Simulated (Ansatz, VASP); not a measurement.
One calculation of ZnSe, two programs

```
Zn Se
1.0
     3.35331    0.00000    0.00000
     0.00000    3.35331    0.00000
     0.00000    0.00000    3.35331
Zn Se
1 1
Direct
  0.00000 0.00000 0.00000
  0.50000 0.50000 0.50000
```

Alike in both runs: functional PBE; k mesh 15 × 15 × 15; occupations fermi-dirac, width 0.08 eV; no spin polarisation.

Ansatz relaxed the structure, and its values are those at the end. VASP's run is a single point on that final structure, the one shown.

```csv
,VASP,Ansatz
version,VASP 6.6.1,Ansatz 0.2.0
potentials or method,"VASP PAW PBE potentials, release 64 (Zn, Se)","PAW with Ansatz's default frozen-core files, scalar-relativistic"
plane-wave cutoff (eV),520,420
valence electrons in the cell,18,28
```

```csv
,VASP,Ansatz,Ansatz less VASP
pressure (GPa),0.1,0.0,-0.14
```

VASP's potentials hold 18 valence electrons a cell and Ansatz's 28, so a difference there can come from the potentials and not from the codes.
